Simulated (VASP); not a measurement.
# TiSi2 (P6/mmm) in VASP: a series of runs

The runs below take TiSi2 through single point, with LDA, PBEsol, PBE.

Program: VASP 6.6.1. These are calculated values, not measurements. Logs are shortened: lines on timing, memory, paths and dates and some standing lists are left out, and cuts for length are marked.

## (1) The cell of the first run

It takes space group P6/mmm (No. 191, hexagonal). Conventional cell: a = 4.284 Å, b = 4.284 Å, c = 2.523 Å, α = 90.00°, β = 90.00°, γ = 120.00°. Ti (site symmetry 6/mmm) has 2 Ti at 2.52 Å and 12 Si at 2.78 Å within 3.3 Å. Within 3.3 Å of Si (site symmetry -6m2) lie 5 Si at 2.47 to 2.52 Å and 6 Ti at 2.78 Å.

## (2) Single point, LDA

INCAR

```
PREC = Accurate
ENCUT = 520
EDIFF = 1E-6
ISMEAR = -1
SIGMA = 0.05
LREAL = False
LASPH = True
NELM = 80
ALGO = Normal
ISIF = 2
LWAVE = False
LCHARG = False
GGA = CA
NBANDS = 17
```

KPOINTS

```
Automatic mesh
0
Gamma
  6 6 8
```

POSCAR

```
TiSi2
1.0
    4.2840790680      0.0000000000      0.0000000000
   -2.1420395340      3.7101213047      0.0000000000
    0.0000000000      0.0000000000      2.5230738986
Ti Si
1 2
Direct
    0.0000000000      0.0000000000      0.0000000000
    0.3333333333      0.6666666667      0.5000000000
    0.6666666667      0.3333333333      0.5000000000
```

Potentials or basis: VASP PAW LDA potentials, release 64 (Ti_sv, Si).

On the command line:

```bash
> cat potpaw_LDA.64/Ti_sv/POTCAR potpaw_LDA.64/Si/POTCAR > POTCAR
> mpirun -np 1 vasp_std > vasp.out
```

OUTCAR:

```text
PREC = Accurate
   ENCUT = 520
   EDIFF = 1E-6
   ISMEAR = -1
   LREAL = False
   LASPH = True
   NELM = 80
   ISIF = 2
   GGA = CA

 ion  position               nearest neighbor table
   1  0.000  0.000  0.000-   2 2.78   3 2.78   2 2.78   3 2.78   2 2.78   2 2.78   3 2.78   3 2.78
                             3 2.78   3 2.78   2 2.78   2 2.78
   2  0.333  0.667  0.500-   3 2.47   3 2.47   3 2.47   1 2.78   1 2.78   1 2.78   1 2.78   1 2.78
                             1 2.78
   3  0.667  0.333  0.500-   2 2.47   2 2.47   2 2.47   1 2.78   1 2.78   1 2.78   1 2.78   1 2.78
                             1 2.78

  LATTYP: Found a hexagonal cell.
 ALAT       =     4.2840790680
 C/A-ratio  =     0.5889419543

  Lattice vectors:

 A1 = (   4.2840790680,   0.0000000000,   0.0000000000)
 A2 = (  -2.1420395340,   3.7101213047,   0.0000000000)
 A3 = (   0.0000000000,   0.0000000000,   2.5230738986)

Analysis of symmetry for initial positions (statically):
=====================================================================
 Subroutine PRICEL returns:
 Original cell was already a primitive cell.

 Routine SETGRP: Setting up the symmetry group for a
 hexagonal supercell.

 Subroutine GETGRP returns: Found 24 space group operations
 (whereof 24 operations were pure point group operations)
 out of a pool of 24 trial point group operations.

The static configuration has the point symmetry D_6h.

Analysis of symmetry for dynamics (positions and initial velocities):
=====================================================================
 Subroutine PRICEL returns:
 Original cell was already a primitive cell.

 Routine SETGRP: Setting up the symmetry group for a
 hexagonal supercell.

 Subroutine GETGRP returns: Found 24 space group operations
 (whereof 24 operations were pure point group operations)
 out of a pool of 24 trial point group operations.

The dynamic configuration has the point symmetry D_6h.

 Subroutine INISYM returns: Found 24 space group operations
 (whereof 24 operations are pure point group operations),
 and found     1 'primitive' translations

----------------------------------------------------------------------------------------
[... 78 lines left out ...]
   number of dos      NEDOS =    301   number of ions     NIONS =      3
   total plane-waves  NPLWV =  20480
   dimension x,y,z NGX =    32 NGY =   32 NGZ =   20
   dimension x,y,z NGXF=    64 NGYF=   64 NGZF=   40
   ions per type =               1   2
   NGX,Y,Z   is equivalent  to a cutoff of  12.42, 12.42, 13.18 a.u.
   NGXF,Y,Z  is equivalent  to a cutoff of  24.84, 24.84, 26.36 a.u.
 SYSTEM =  unknown system
   PREC   = accura    normal or accurate (medium, high low for compatibility)
   ISTART =      0    job   : 0-new  1-cont  2-samecut
   ICHARG =      2    charge: 1-file 2-atom 10-const
   ISPIN  =      1    spin polarized calculation?
   LNONCOLLINEAR =      F non collinear calculations
   LSORBIT =      F    spin-orbit coupling
   LASPH  =      T    aspherical Exc in radial PAW
   ENCUT  =  520.0 eV  38.22 Ry    6.18 a.u.   7.97  7.97  4.69*2*pi/ulx,y,z
   NELM   =     80;   NELMIN=  2; NELMDL= -5     # of ELM steps
   EDIFF  = 0.1E-05   stopping-criterion for ELM
   LREAL  =      F    real-space projection
[... 7 lines left out ...]
   TEBEG  =    0.0;   TEEND  =   0.0 temperature during run
   PSTRESS=    0.0 pullay stress
   NELECT =      20.0000    total number of electrons
   NUPDOWN=      -1.0000    fix difference up-down
   EMIN   =  10.00;   EMAX   =-10.00  energy-range for DOS
   EFERMI =   0.00;   METHOD = LEGACY
   ISMEAR =    -1;   SIGMA  =   0.05  broadening in eV -4-tet -1-fermi 0-gaus
   EFERMI_NEDOS =   21; number of points for ismear=-14 and -15
   IALGO  =     38    algorithm
   IMIX   =      4    mixing-type and parameters
     AMIX     =   0.40;   BMIX     =  1.00
     AMIX_MAG =   1.60;   BMIX_MAG =  1.00
  volume/ion in A,a.u.               =      13.37        90.21
  Fermi-wavevector in a.u.,A,eV,Ry     =   1.298254  2.453344 22.932120  1.685463
  Thomas-Fermi vector in A             =   2.429594
   LORBIT       =      0    0 simple, 1 ext, 2 COOP (PROOUT), +10 PAW based schemes
   GGA     = CA    functional components
   LHFCALC =     F    Hartree Fock is set to
   AEXX    =    0.0000 exact exchange contribution
   IVDW    =     0    specifies the selected vdW correction
   LEPSILON=     F    determine dielectric tensor
   LRPA    =     F    only Hartree local field effects (RPA)
 non-spin polarized calculation
  energy-cutoff  :      520.00
  volume of cell :       40.10
 maximum number of plane-waves:      1092
 NGX is ok and might be reduce to    32
   NGX = 15   NGY = 15   NGZ =  9

 number of electron      20.0000001 magnetization

 Free energy of the ion-electron system (eV)
  ---------------------------------------------------
  ext. energy  EPLUGINS =         0.00000000
  ---------------------------------------------------
  free energy    TOTEN  =       -21.55390789 eV

  energy without entropy =      -21.53791815  energy(sigma->0) =      -21.54591302

 E-fermi :  11.3060     XC(G=0): -12.0855

 val. band max:       11.2808162740   @ k =   0.3333   0.0000   0.5000
 cond. band min:      11.3086703459   @ k =   0.1667   0.0000   0.5000
 fundamental gap:      0.0278540719
 Fermi energy:        11.3060372952

 k-point     1 :       0.0000    0.0000    0.0000
  band No.  band energies     occupation
      1     -44.6741      2.00000
      2     -21.3887      2.00000
      3     -21.3887      2.00000
      4     -20.6623      2.00000
      5      -2.3300      2.00000
      6       5.7389      2.00000
[... 457 lines left out ...]
      4     -21.2451      2.00000
      5       1.6784      2.00000
      6       4.7728      2.00000
[... 9 lines left out ...]
     16      15.4070      0.00000
     17      17.1905      0.00000

 [... further k-points ...]
[... 5 lines left out ...]
  --------------------------------------------------------------------------------------
  -------------------------------------------------------------------------------------
  Total        0.0295680      0.0295680      0.0402745      0.0000000      0.0000000      0.0000000
  in kB        1.1812893      1.1812893      1.6090320      0.0000000      0.0000000      0.0000000
  external PRESSURE =       1.3238702 kB  Pullay stress =       0.0000000 kB

 VOLUME and BASIS-vectors are now :
 -----------------------------------------------------------------------------
  energy-cutoff  :      520.00
  volume of cell :       40.10
      direct lattice vectors                 reciprocal lattice vectors
     4.284079068  0.000000000  0.000000000     0.233422396  0.134766483  0.000000000
    -2.142039534  3.710121305  0.000000000     0.000000000  0.269532966  0.000000000
     0.000000000  0.000000000  2.523073899     0.000000000  0.000000000  0.396341939

 POSITION                                       TOTAL-FORCE (eV/Angst)
 -----------------------------------------------------------------------------------
      0.00000      0.00000      0.00000        -0.000000      0.000000      0.000000
     -0.00000      2.47341      1.26154        -0.000000      0.000000     -0.000000
      2.14204      1.23671      1.26154         0.000000     -0.000000      0.000000
 -----------------------------------------------------------------------------------
    total drift:                                0.000000     -0.000000      0.000000

  FREE ENERGIE OF THE ION-ELECTRON SYSTEM (eV)
  ---------------------------------------------------
  free  energy   TOTEN  =       -21.5539078854 eV

  energy  without entropy=      -21.5379181489  energy(sigma->0) =      -21.54591302
```

stdout:

```text
POSCAR found type information on POSCAR TiSi
 POSCAR found :  2 types and       3 ions
 scaLAPACK will be used
 LDA part: xc-table for (Slater(with rela. corr.)+CA(PZ))
 , standard interpolation
 POSCAR, INCAR and KPOINTS ok, starting setup
 FFT: planning ... GRIDC
 FFT: planning ... GRID_SOFT
 FFT: planning ... GRID
 WAVECAR not read
 entering main loop
```

Wall time 21 s (1 thread of Intel Xeon 8259CL, shared host); peak memory 0.15 GiB.

Results:

```yaml
Free_energy: -21.5539 eV
Pressure: 0.1 GPa
Band_gap_on_the_k_mesh: zero (bands 10 and 11 overlap by 3.08 eV)
```

## (3) Single point, PBEsol

This run uses another cell than the first one, of 13.68 Å³/atom.

INCAR

```
SYSTEM = TiSi2
  PREC = Accurate
  ENCUT = 520
  EDIFF = 1E-6
  ISMEAR = -1
  SIGMA = 0.05
  LREAL = .FALSE.
  LASPH = .TRUE.
  NELM = 60
  ALGO = Normal
  ISIF = 2
  LWAVE = .FALSE.
  LCHARG = .TRUE.
  GGA = PS
  LELF = .TRUE.
  LVHAR = .TRUE.
  NBANDS = 17
```

KPOINTS

```
Automatic mesh
0
G
  6 6 8
  0 0 0
```

POSCAR

```
TiSi2
1.0
    4.3161156445      0.0000000000      0.0000000000
   -2.1580578223      3.7378657938      0.0000000000
    0.0000000000      0.0000000000      2.5433918915
Ti Si
1 2
Direct
    0.0000000000      0.0000000000      0.0000000000
    0.3333333333      0.6666666667      0.5000000000
    0.6666666667      0.3333333333      0.5000000000
```

Potentials or basis: VASP PAW PBE potentials, release 64 (Ti_sv, Si).

On the command line:

```bash
> cat potpaw_PBE.64/Ti_sv/POTCAR potpaw_PBE.64/Si/POTCAR > POTCAR
> mpirun -np 1 vasp_std > vasp.out
```

It took 27 s on 1 thread of Intel Xeon 8259CL, shared host; peak memory 0.16 GiB.

Results (log left out):

```
Free energy            : -20.9213 eV
Pressure               : 0.1 GPa
Band gap on the k mesh : zero (bands 10 and 11 overlap by 3.07 eV)
```

Levels at points of the mesh, in eV from the Fermi level:
```tsv
k point	band 8	band 9	band 10	band 11	band 12	band 13
(0.00, 0.00, 0.00)	-5.07	-1.76	-1.05	-1.05	2.87	2.87
(0.50, 0.00, 0.00)	-4.29	-0.87	-0.72	2.53	2.57	2.81
(0.00, 0.00, 0.50)	-2.50	-1.00	-1.00	-0.88	-0.48	-0.48
(0.50, 0.00, 0.50)	-4.79	-4.03	0.87	1.17	1.20	1.77
```

Caveat: the PAW data sets were made with another functional, which shifts forces and pressure a little.

## (4) Single point, PBE

This run uses another cell than the first one, of 14.07 Å³/atom.

INCAR

```
SYSTEM = TiSi2
PREC     = Accurate       ! precision mode
ENCUT    = 520            ! plane-wave cutoff, eV
EDIFF    = 1E-6           ! SCF threshold, eV
ISMEAR   = -1             ! smearing method
SIGMA    = 0.05           ! smearing width, eV
LREAL    = .FALSE.        ! projectors in reciprocal space
LASPH    = .TRUE.         ! aspherical terms in the spheres
NELM     = 80             ! most SCF steps
ALGO     = Normal         ! electronic algorithm
ISIF     = 2              ! what is computed and relaxed
LWAVE    = .FALSE.        ! write WAVECAR
LCHARG   = .TRUE.         ! write CHGCAR
GGA      = PE             ! functional
LELF     = .TRUE.         ! ELF
LVHAR    = .TRUE.       
NBANDS   = 17             ! bands
```

KPOINTS

```
regular mesh
0
G
  6 6 8
  0 0 0
```

POSCAR

```
TiSi2
1.0
    4.3591882435      0.0000000000      0.0000000000
   -2.1795941218      3.7751677588      0.0000000000
    0.0000000000      0.0000000000      2.5655517100
Ti Si
1 2
Direct
    0.0000000000      0.0000000000      0.0000000000
    0.3333333333      0.6666666667      0.5000000000
    0.6666666667      0.3333333333      0.5000000000
```

Potentials or basis: VASP PAW PBE potentials, release 64 (Ti_sv, Si).

On the command line:

```bash
> cat potpaw_PBE.64/Ti_sv/POTCAR potpaw_PBE.64/Si/POTCAR > POTCAR
> mpirun -np 1 vasp_std > vasp.out
```

OUTCAR:

```text
SYSTEM = TiSi2
   PREC = Accurate
   ENCUT = 520
   EDIFF = 1E-6
   ISMEAR = -1
   LREAL = .FALSE.
   LASPH = .TRUE.
   NELM = 80
   ISIF = 2
   GGA = PE

 ion  position               nearest neighbor table
   1  0.000  0.000  0.000-   2 2.82   3 2.82   2 2.82   3 2.82   3 2.82   3 2.82   2 2.82   2 2.82
                             3 2.82   3 2.82   2 2.82   2 2.82
   2  0.333  0.667  0.500-   3 2.52   3 2.52   3 2.52   1 2.82   1 2.82   1 2.82   1 2.82   1 2.82
                             1 2.82
   3  0.667  0.333  0.500-   2 2.52   2 2.52   2 2.52   1 2.82   1 2.82   1 2.82   1 2.82   1 2.82
[... 672 lines left out ...]
     17      16.2777      0.00000

 [... further k-points ...]
[... 5 lines left out ...]
  --------------------------------------------------------------------------------------
  -------------------------------------------------------------------------------------
  Total       -0.0183260     -0.0183260     -0.0162782      0.0000000     -0.0000000     -0.0000000
  in kB       -0.6954328     -0.6954328     -0.6177224      0.0000000     -0.0000000     -0.0000000
  external PRESSURE =      -0.6695293 kB  Pullay stress =       0.0000000 kB

 VOLUME and BASIS-vectors are now :
 -----------------------------------------------------------------------------
  energy-cutoff  :      520.00
  volume of cell :       42.22
      direct lattice vectors                 reciprocal lattice vectors
     4.359188244  0.000000000  0.000000000     0.229400509  0.132444445  0.000000000
    -2.179594122  3.775167759  0.000000000     0.000000000  0.264888891  0.000000000
     0.000000000  0.000000000  2.565551710     0.000000000  0.000000000  0.389779709

 POSITION                                       TOTAL-FORCE (eV/Angst)
 -----------------------------------------------------------------------------------
      0.00000      0.00000      0.00000         0.000000      0.000000      0.000000
     -0.00000      2.51678      1.28278         0.000000     -0.000000     -0.000000
      2.17959      1.25839      1.28278        -0.000000      0.000000      0.000000
 -----------------------------------------------------------------------------------
    total drift:                                0.000000     -0.000000      0.000000

  FREE ENERGIE OF THE ION-ELECTRON SYSTEM (eV)
  ---------------------------------------------------
  free  energy   TOTEN  =       -19.4419236632 eV

  energy  without entropy=      -19.4240900957  energy(sigma->0) =      -19.43300688
```

Run time: 29 s. Hardware: 1 thread of Intel Xeon 8259CL, shared host; peak memory 0.16 GiB.

What came out:

```yaml
Free_energy: -19.4419 eV
Pressure: -0.1 GPa
Band_gap_on_the_k_mesh: zero (bands 10 and 11 overlap by 3.07 eV)
```

## (5) Single point, PBE (13.58 Å³/atom)

This run uses another cell than the first one, of 13.58 Å³/atom.

INCAR

```
  ALGO = Normal
  EDIFF = 1E-6
  ENCUT = 520
  GGA = PE
  ISIF = 2
  ISMEAR = -1
  LASPH = True
  LCHARG = False
  LREAL = False
  LWAVE = False
  NBANDS = 17
  NELM = 100
  PREC = Accurate
  SIGMA = 0.05
```

KPOINTS

```
k-points
0
Gamma
  7 7 10
```

POSCAR

```
TiSi2
1.0
    4.3155159955      0.0000000000      0.0000000000
   -2.1577579978      3.7373471017      0.0000000000
    0.0000000000      0.0000000000      2.5263975138
Ti Si
1 2
Direct
    0.0000000000      0.0000000000      0.0000000000
    0.3333300000      0.6666700000      0.5000000000
    0.6666700000      0.3333300000      0.5000000000
```

On the command line:

```bash
> cat potpaw_PBE.64/Ti_sv/POTCAR potpaw_PBE.64/Si/POTCAR > POTCAR
> mpirun -np 1 vasp_std > vasp.out
```

It took 63 s on 1 thread of Intel Xeon 8259CL, shared host; peak memory 0.2 GiB.

Results (log left out):

```
Free energy            : -19.3906 eV
Pressure               : 5.7 GPa
Band gap on the k mesh : zero (bands 10 and 11 overlap by 2.77 eV)
```

Stress tensor (GPa, compression positive):
```
5.74 0.00 0.00
0.00 5.74 0.00
0.00 0.00 5.59
```

Levels at points of the mesh, in eV from the Fermi level:
| k point | band 6 | band 7 | band 8 | band 9 | band 10 | band 11 | band 12 | band 13 | band 14 | band 15 |
| --- | --- | --- | --- | --- | --- | --- | --- | --- | --- | --- |
| (0.00, 0.00, 0.00) | -5.47 | -5.47 | -5.09 | -1.73 | -1.02 | -1.02 | 2.98 | 2.98 | 3.52 | 3.52 |
| (0.00, 0.00, 0.50) | -7.33 | -2.46 | -2.46 | -0.91 | -0.91 | -0.88 | -0.40 | -0.40 | 1.78 | 4.63 |

Caveat: the cell stands under pressure.

## (6) Overview

```csv
level,potentials or basis,cell,k mesh,gap on the mesh (eV),pressure (GPa)
LDA,"VASP PAW LDA potentials, release 64 (Ti_sv, Si)","a = 4.284, b = 4.284, c = 2.523 Å, angles 90.0, 90.0, 120.0°, 3 atoms",6 × 6 × 8,none,0.1
PBEsol,"VASP PAW PBE potentials, release 64 (Ti_sv, Si)","a = 4.316, b = 4.316, c = 2.543 Å, angles 90.0, 90.0, 120.0°, 3 atoms",6 × 6 × 8,none,0.1
PBE,"VASP PAW PBE potentials, release 64 (Ti_sv, Si)","a = 4.359, b = 4.359, c = 2.566 Å, angles 90.0, 90.0, 120.0°, 3 atoms",6 × 6 × 8,none,-0.1
PBE,"VASP PAW PBE potentials, release 64 (Ti_sv, Si)","a = 4.316, b = 4.316, c = 2.526 Å, angles 90.0, 90.0, 120.0°, 3 atoms",7 × 7 × 10,none,5.7
```

Alike in all rows: task single point; no spin polarisation; cutoff (eV) 520; smearing fermi-dirac 0.05 eV.

Caveats: the PAW data sets were made with another functional, which shifts forces and pressure a little (at least some runs); the cell stands under pressure (at least some runs).

Absolute energies hang on the potentials; compare differences alone.

The gap in the log of VASP goes by the Fermi energy; the results here count the filled bands.